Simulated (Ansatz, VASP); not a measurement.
## One calculation of La, two programs

The input INCAR:

```
PREC = Accurate ; ENCUT = 520
EDIFF = 1E-6 ; ISMEAR = -1
SIGMA = 0.1 ; LREAL = False
LASPH = True ; NELM = 80
ALGO = Normal ; ISIF = 2
LWAVE = False ; LCHARG = False
NBANDS = 12
```

File KPOINTS:

```
Automatic mesh
0
Gamma
  12 12 12
```

File POSCAR:

```
La
1.0
   -2.0239797009      2.0239797009      2.0239797009
    2.0239797009     -2.0239797009      2.0239797009
    2.0239797009      2.0239797009     -2.0239797009
La
1
Direct
    0.0000000000      0.0000000000      0.0000000000
```

Input for Ansatz:

```yaml
crystal:
  lattice:
    - [-2.0239797009, 2.0239797009, 2.0239797009]
    - [2.0239797009, -2.0239797009, 2.0239797009]
    - [2.0239797009, 2.0239797009, -2.0239797009]
  atoms:
    - { symbol: La, position: [0.0, 0.0, 0.0] }
hamiltonian:
  xc: lda
  pseudopotentials:
    kind: paw
    azcp:
      La: "pseudopotentials/La.paw.azcp"
basis:
  ecutwfc: 420
  fft_grid_basis: typed
kpoints:
  mp_grid: { grid: [12, 12, 12], shift: [0, 0, 0] }
magnetization:
  spin_polarized: false
scf:
  occupations: { method: fermi_dirac, width: 0.1 }
  lower_state_search: "off"
output:
  stress: true
```

Alike in both runs: task single point; functional LDA; k mesh 12 × 12 × 12; occupations fermi-dirac, width 0.1 eV; no spin polarisation.

```csv
,VASP,Ansatz
version,VASP 6.6.1,Ansatz 0.2.0
potentials or method,"VASP PAW LDA potentials, release 64 (La), cutoff 520 eV","plane waves (420 eV) with PAW, scalar-relativistic"
valence electrons in the cell,11,11
```

```csv
,VASP,Ansatz,Ansatz less VASP
pressure (GPa),0.0,0.1,+0.08
```

Ansatz warns that its potentials were made for another functional, while VASP's fit it. LDA's correlation is that of Perdew and Zunger in VASP and of Perdew and Wang (1992) in Ansatz.

Spin-orbit coupling is off throughout.
